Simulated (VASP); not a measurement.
Here is a VASP 6.6.1 calculation.

Contents of INCAR:

```
SYSTEM = Ce
ALGO     = Normal         ! electronic algorithm
EDIFF    = 1E-6           ! SCF threshold, eV
ENCUT    = 520            ! plane-wave cutoff, eV
GGA      = PS             ! functional
ISIF     = 2              ! what is computed and relaxed
ISMEAR   = -1             ! smearing method
LASPH    = .True.         ! aspherical terms in the spheres
LCHARG   = .False.        ! write CHGCAR
LREAL    = .False.        ! projectors in reciprocal space
LWAVE    = .False.        ! write WAVECAR
NBANDS   = 12             ! bands
NELM     = 100            ! most SCF steps
PREC     = Accurate       ! precision mode
SIGMA    = 0.13605693000000002 ! smearing width, eV
```

The input KPOINTS:

```
k-points
0
Gamma
  12 12 12
  0 0 0
```

The input POSCAR:

```
Ce
1.0
    0.0000000000      2.3012910206      2.3012910206
    2.3012910206      0.0000000000      2.3012910206
    2.3012910206      2.3012910206      0.0000000000
Ce
1
Direct
    0.0000000000      0.0000000000      0.0000000000
```

Potentials or basis: VASP PAW PBE potentials, release 64 (Ce).

Launch:

```bash
$ cat potpaw_PBE.64/Ce/POTCAR > POTCAR
$ mpirun -np 1 vasp_std > vasp.out
```

Problem. What does it give for the pressure?

Solution. -0.1 GPa.

Problem. Estimate the band gap on the k mesh.

Solution. Zero (band 6 reaches 10.56 eV, above the bottom of band 7 at 10.14 eV).

Caveat: the PAW data sets were made with another functional, which shifts forces and pressure a little; spin-orbit coupling is left out, which moves the levels of the heavy elements. Spin polarisation is off, so any magnetic state and its effect on volume and gap are missing.
